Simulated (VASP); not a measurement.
Set up this calculation in VASP 6.6.1, as the native input.

| Quantity | Value |
| --- | --- |
| Task | single point |
| Functional | PBE |
| Dispersion | TS |
| Potentials or basis | VASP PAW PBE potentials, release 64 (N, B) |
| Cutoff | 520 eV |
| k mesh | 9 × 9 × 9 |
| Occupations | gaussian, width 0.02 eV |
| Spin | no spin polarisation |
| Further INCAR settings | ALGO = Normal; EDIFF = 1e-07 |

The structure of BN lies in POSCAR:

```
BN
1.0
    1.2511217832      0.7223354983      3.3729344033
   -1.2511217832      0.7223354983      3.3729344033
    0.0000000000     -1.4446709966      3.3729344033
N B
1 1
Direct
    0.6672382000      0.6672382000      0.6672382000
    0.0003288000      0.0003288000      0.0003288000
```

One way to write it, as run:

INCAR

```
SYSTEM = BN
PREC = Accurate
ENCUT = 520
EDIFF = 1E-7
ISMEAR = 0
SIGMA = 0.02
LREAL = .False.
LASPH = .True.
ALGO = Normal
NELM = 100
ISIF = 2
LWAVE = .False.
LCHARG = .False.
IVDW = 2
```

KPOINTS

```
k-points
0
Gamma
  9 9 9
```

Potentials or basis: VASP PAW PBE potentials, release 64 (N, B).

The run is started by

```sh
$ cat potpaw_PBE.64/N/POTCAR potpaw_PBE.64/B/POTCAR > POTCAR
$ mpirun -np 1 vasp_std > vasp.out
```

Results of the run:

The pressure is 0.5 GPa, the largest force is 0.009 eV/Å and the band gap on the k mesh is 4.38 eV (least direct gap 4.70 eV). The hirshfeld charges are N -0.20; B +0.20 e and the dispersion energy per atom is -0.142 eV.

It took 14 s on 1 thread of Intel(R) Xeon(R) 6975P-C (Granite Rapids), on a shared host, peak memory 0.15 GiB.
